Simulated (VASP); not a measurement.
Set up this calculation in VASP 6.6.1, as the native input.

| Property | Result |
| --- | --- |
| Task | relaxation of shape and atoms at fixed volume |
| Functional | PBE |
| Dispersion | D3(BJ) |
| Potentials or basis | VASP PAW PBE potentials, release 64 (Ti_sv, Te) |
| Cutoff | 600 eV |
| k mesh | 12 × 12 × 8 |
| Occupations | gaussian, width 0.1 eV |
| Spin | no spin polarisation |
| Dipole correction | no |
| Further INCAR settings | ALGO = Normal; EDIFF = 1e-07; IBRION = 2; EDIFFG = -0.01; NSW = 50; ISIF = 4 |

The structure of TiTe2 lies in POSCAR:

```
TiTe2
1.0
    3.5469554085      0.0000000000      0.0000000000
   -1.7734777043      3.0717534899      0.0000000000
    0.0000000000      0.0000000000      6.0999040897
Ti Te
1 2
Direct
    0.0000000000      0.0000000000      0.0000000000
    0.6666666667      0.3333333333      0.2821120022
    0.3333333333      0.6666666667      0.7178879978
```

One way to write it, as run:

INCAR

```
SYSTEM = TiTe2
ALGO     = Normal         ! electronic algorithm
EDIFF    = 1E-7           ! SCF threshold, eV
EDIFFG   = -0.01          ! ionic threshold
ENCUT    = 600            ! plane-wave cutoff, eV
GGA      = PE             ! functional
IBRION   = 2              ! ionic algorithm
ISIF     = 4              ! what is computed and relaxed
ISMEAR   = 0              ! smearing method
IVDW     = 12             ! dispersion correction
LASPH    = .True.         ! aspherical terms in the spheres
LCHARG   = .False.        ! write CHGCAR
LREAL    = .False.        ! projectors in reciprocal space
LWAVE    = .False.        ! write WAVECAR
NELM     = 80             ! most SCF steps
NSW      = 50             ! ionic steps
PREC     = Accurate       ! precision mode
SIGMA    = 0.1            ! smearing width, eV
```

KPOINTS

```
k-points
0
Gamma
  12 12 8
  0 0 0
```

Potentials or basis: VASP PAW PBE potentials, release 64 (Ti_sv, Te).

Command:

```bash
$ cat potpaw_PBE.64/Ti_sv/POTCAR potpaw_PBE.64/Te/POTCAR > POTCAR
$ mpirun -np 1 vasp_std > vasp.out
```

Results of the run:

The energy gained by relaxing is 1.9 meV/atom, the ionic steps are 5 and the pressure after relaxing is 7.8 GPa. The band gap on the k mesh is zero (bands 12 and 13 overlap by 0.94 eV) and the dispersion energy per atom is -0.595 eV.

Caveat: spin-orbit coupling is left out, which moves the levels of the heavy elements.

Run time: 13 min on 1 thread of Intel Xeon 8259CL, on a shared host, peak memory 0.34 GiB.
